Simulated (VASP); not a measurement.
Here is a VASP 6.6.1 calculation.

INCAR

```
SYSTEM = LiOs2
PREC = Accurate
ENCUT = 600
EDIFF = 1E-7
ISMEAR = 0
SIGMA = 0.1
LREAL = .FALSE.
LASPH = .TRUE.
NELM = 100
ALGO = Normal
ISIF = 3
LWAVE = .FALSE.
LCHARG = .FALSE.
GGA = PE
IBRION = 2
NSW = 90
EDIFFG = -0.04
```

The input KPOINTS:

```
regular mesh
0
G
  8 8 8
  0 0 0
```

POSCAR

```
LiOs2
1.0
   -1.3805008827      1.8535453479      3.9704713430
    1.3805008827     -1.8535453479      3.9704713430
    1.3805008827      1.8535453479     -3.9704713430
Li Os
1 2
Direct
    0.0000000000      0.0000000000      0.0000000000
    0.6774219508      0.6774219508      0.0000000000
    0.3225780492      0.3225780492      0.0000000000
```

Potentials or basis: VASP PAW PBE potentials, release 64 (Li_sv, Os).

Launch:

```bash
$ cat potpaw_PBE.64/Li_sv/POTCAR potpaw_PBE.64/Os/POTCAR > POTCAR
$ mpirun -np 1 vasp_std > vasp.out
```

Question: Predict the space group after relaxing (to 0.1 Å).

Answer: Immm (No. 71).

Question: Estimate the relaxed volume.

Answer: 13.41 Å³/atom.

Question: Estimate the band gap on the k mesh.

Answer: Zero (an odd number of electrons rules out a gap without spin polarisation).

Question: What does it give for the relaxed cell?

Answer: a = 4.540 Å, b = 4.540 Å, c = 4.540 Å, α = 144.95°, β = 130.84°, γ = 61.80°.

Forces in eV/Å, atoms in the order of the input:
```
Li   0.000  0.000  0.000
Os   0.000  0.000 -0.004
Os   0.000  0.000  0.004
```

Caveat: the cutoff is under 1.25 times the usual one of these potentials, so pressure, stress and relaxed cells hold a basis-set (Pulay) error; spin-orbit coupling is left out, which moves the levels of the heavy elements.
